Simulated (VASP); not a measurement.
Input of a VASP 6.6.1 run:

Contents of INCAR:

```
SYSTEM = FeCoC4N4
PREC = Accurate
ENCUT = 520
EDIFF = 1E-7
ISMEAR = 0
SIGMA = 0.1
LREAL = .False.
LASPH = .True.
NELM = 150
ALGO = Normal
ISIF = 2
LWAVE = .False.
LCHARG = .False.
ISPIN = 2
MAGMOM = 4 3 0 0 0 0 0 0 0 0
LORBIT = 11
LMAXMIX = 4
GGA = PE
NBANDS = 42
```

KPOINTS

```
Automatic mesh
0
Gamma
  4 4 4
  0 0 0
```

Contents of POSCAR:

```
FeCoC4N4
1.0
    5.8180442788      0.0000000000      0.0000000000
    0.0000000000      5.8180442788      0.0000000000
    0.0000000000      0.0000000000      5.8180442788
Fe Co C N
1 1 4 4
Direct
    0.5000000000      0.5000000000      0.5000000000
    0.0000000000      0.0000000000      0.0000000000
    0.1904417256      0.1904417256      0.1904417256
    0.1904417256      0.8095582744      0.8095582744
    0.8095582744      0.1904417256      0.8095582744
    0.8095582744      0.8095582744      0.1904417256
    0.3069994587      0.3069994587      0.3069994587
    0.3069994587      0.6930005413      0.6930005413
    0.6930005413      0.3069994587      0.6930005413
    0.6930005413      0.6930005413      0.3069994587
```

Potentials or basis: VASP PAW PBE potentials, release 64 (Fe, Co, C, N).

Command:

```sh
$ cat potpaw_PBE.64/Fe/POTCAR potpaw_PBE.64/Co/POTCAR potpaw_PBE.64/C/POTCAR potpaw_PBE.64/N/POTCAR > POTCAR
$ mpirun -np 1 vasp_std > vasp.out
```

Q: Predict the largest force.

A: 0.319 eV/Å.

Q: Predict the site moments.

A: Fe +3.60; Co +2.16; C +0.07; N +0.08 μB.

Q: Predict the band gap on the k mesh.

A: Zero (filled and empty bands overlap).

Forces on the atoms (eV/Å):
```
Fe   0.000  0.000  0.000
Co   0.000  0.000  0.000
C   -0.184 -0.184 -0.184
C   -0.184  0.184  0.184
C    0.184 -0.184  0.184
C    0.184  0.184 -0.184
N    0.168  0.168  0.168
N    0.168 -0.168 -0.168
N   -0.168  0.168 -0.168
N   -0.168 -0.168  0.168
```

Caveat: only a ferromagnetic start was run, and an antiferromagnetic order may lie lower in energy. With open d or f shells a metallic result of PBE can be an artefact of self-interaction; +U or a hybrid may open a gap.
